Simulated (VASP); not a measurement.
Here is a VASP 6.6.1 calculation.

The input POSCAR:

```
Si7Ge
1.0
    5.4653950700      0.0000000000      0.0000000000
    0.0000000000      5.4653950700      0.0000000000
    0.0000000000      0.0000000000      5.4653950700
Si Ge
7 1
Direct
    0.2526152100      0.2526152100      0.2526152100
    0.0000000000      0.5000000000      0.5000000000
    0.5000000000      0.5000000000      0.0000000000
    0.5000000000      0.0000000000      0.5000000000
    0.7473847900      0.2526152100      0.7473847900
    0.7473847900      0.7473847900      0.2526152100
    0.2526152100      0.7473847900      0.7473847900
    0.0158456140      0.0158456140      0.0158456140
```

INCAR.step1

```
SYSTEM = Si7Ge
PREC = Accurate
ENCUT = 520
ISMEAR = 0
SIGMA = 0.05
LREAL = .FALSE.
LASPH = .TRUE.
NELM = 100
NBANDS = 31
GGA = PE
ALGO = Normal
EDIFF = 1E-4
LWAVE = .TRUE.
LCHARG = .FALSE.
```

File INCAR.step2:

```
SYSTEM = Si7Ge
PREC = Accurate
ENCUT = 520
EDIFF = 1E-6
ISMEAR = 0
SIGMA = 0.05
LREAL = .FALSE.
LASPH = .TRUE.
NELM = 100
ALGO = Normal
ISIF = 2
LWAVE = .FALSE.
LCHARG = .FALSE.
METAGGA = R2SCAN
LMIXTAU = .TRUE.
NBANDS = 31
ISTART = 1
```

File KPOINTS:

```
Automatic mesh
0
G
  6 6 6
  0 0 0
```

Potentials or basis: VASP PAW PBE potentials, release 64 (Si, Ge_d).

Command:

```console
$ cat potpaw_PBE.64/Si/POTCAR potpaw_PBE.64/Ge_d/POTCAR > POTCAR
$ cp INCAR.step1 INCAR
$ mpirun -np 1 vasp_std > vasp.out
$ cp INCAR.step2 INCAR
$ mpirun -np 1 vasp_std > vasp.out
```

(1) What does it give for the pressure?

(2) Estimate the largest force.

Results:

(1) 0.2 GPa.

(2) 2.424 eV/Å.

Caveat: the cell differs from its parent crystal (atom 8 (Ge) moved +0.150 Å towards its neighbour atom 1 (Si) at 2.391 Å); the PAW data sets were made with another functional, which shifts forces and pressure a little.
